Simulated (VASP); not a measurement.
Here is a VASP 6.6.1 calculation.

INCAR

```
PREC = Accurate
ENCUT = 520
EDIFF = 1E-7
ISMEAR = -1
SIGMA = 0.1
LREAL = F
LASPH = T
NELM = 80
ALGO = Normal
ISIF = 2
LWAVE = F
LCHARG = T
GGA = PS
LELF = T
LVHAR = T
NBANDS = 12
```

KPOINTS

```
Automatic mesh
0
Gamma
  13 13 13
```

The input POSCAR:

```
Li
1.0
    1.5719859856      0.9075865319      7.6503677119
   -1.5719859856      0.9075865319      7.6503677119
    0.0000000000     -1.8151730639      7.6503677119
Li
3
Direct
    0.0000000000      1.0000000000      1.0000000000
    0.2221833269      0.2221833269      0.2221833269
    0.7778166731      0.7778166731      0.7778166731
```

Potentials or basis: VASP PAW PBE potentials, release 64 (Li_sv).

Launch:

```console
$ cat potpaw_PBE.64/Li_sv/POTCAR > POTCAR
$ mpirun -np 1 vasp_std > vasp.out
```

Q: Predict the band gap on the k mesh.

A: Zero (an odd number of electrons rules out a gap without spin polarisation).

Forces in eV/Å, atoms in the order of the input:
```
Li   0.000  0.000  0.000
Li   0.000  0.000  0.002
Li   0.000  0.000 -0.002
```

Caveat: the PAW data sets were made with another functional, which shifts forces and pressure a little.
